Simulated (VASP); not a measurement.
Wanted: the native input for a VASP 6.6.1 run.

- Task: relaxation of cell and atoms
- Functional: PBE
- Potentials or basis: VASP PAW PBE potentials, release 64 (Cu, Au)
- Cutoff: 600 eV
- k mesh: 4 × 4 × 4
- Occupations: gaussian, width 0.1 eV
- Spin: no spin polarisation
- Dipole correction: no
- Further INCAR settings: ALGO = Normal; EDIFF = 1e-07; IBRION = 2; EDIFFG = -0.04; NSW = 90; ISIF = 3

The structure of Cu3Au4 lies in POSCAR:

```
Cu3Au4
1.0
    4.5825966200      0.0000000000      0.0000000000
    0.0000000000      4.5825966200      0.0000000000
    0.0000000000      0.0000000000      4.5825966200
Cu Au
3 4
Direct
    0.5000000000      0.5000000000      0.0000000000
    0.0000000000      0.5000000000      0.5000000000
    0.5000000000      0.0000000000      0.5000000000
    0.5000000000      0.5000000000      0.5000000000
    0.5000000000      0.0000000000      0.0000000000
    0.0000000000      0.5000000000      0.0000000000
    0.0000000000      0.0000000000      0.5000000000
```

The cell was built from a structure type or drawn by symmetry, and may not be a known phase.

These files were run (other wordings do the same):

INCAR

```
PREC = Accurate ; ENCUT = 600
EDIFF = 1E-7 ; ISMEAR = 0
SIGMA = 0.1 ; LREAL = False
LASPH = True ; NELM = 120
ALGO = Normal ; ISIF = 3
LWAVE = False ; LCHARG = False
GGA = PE ; IBRION = 2
NSW = 90 ; EDIFFG = -0.04
GGA_COMPAT = False ; NELMIN = 4
```

KPOINTS

```
Automatic mesh
0
Gamma
  4 4 4
```

Potentials or basis: VASP PAW PBE potentials, release 64 (Cu, Au).

Command:

```console
$ cat potpaw_PBE.64/Cu/POTCAR potpaw_PBE.64/Au/POTCAR > POTCAR
$ mpirun -np 1 vasp_std > vasp.out
```

It gave:

| Quantity | Value |
| --- | --- |
| Relaxed volume | 18.84 Å³/atom |
| Relaxed cell | a = 5.090 Å, b = 5.090 Å, c = 5.090 Å, α = 90.00°, β = 90.00°, γ = 90.00° |
| Space group after relaxing (to 0.1 Å) | Pm-3m (No. 221) |
| Energy gained by relaxing | 754.2 meV/atom |
| Ionic steps | 5 |
| Pressure after relaxing | 0.0 GPa |
| Band gap on the k mesh | zero (an odd number of electrons rules out a gap without spin polarisation) |

Caveat: the volume moved by over 15 % at a fixed basis, so the end points are rough; spin-orbit coupling is left out, which moves the levels of the heavy elements.

It took 3.6 min on 1 thread of Intel(R) Xeon(R) Platinum 8559C (Emerald Rapids), on a shared host, peak memory 0.26 GiB.
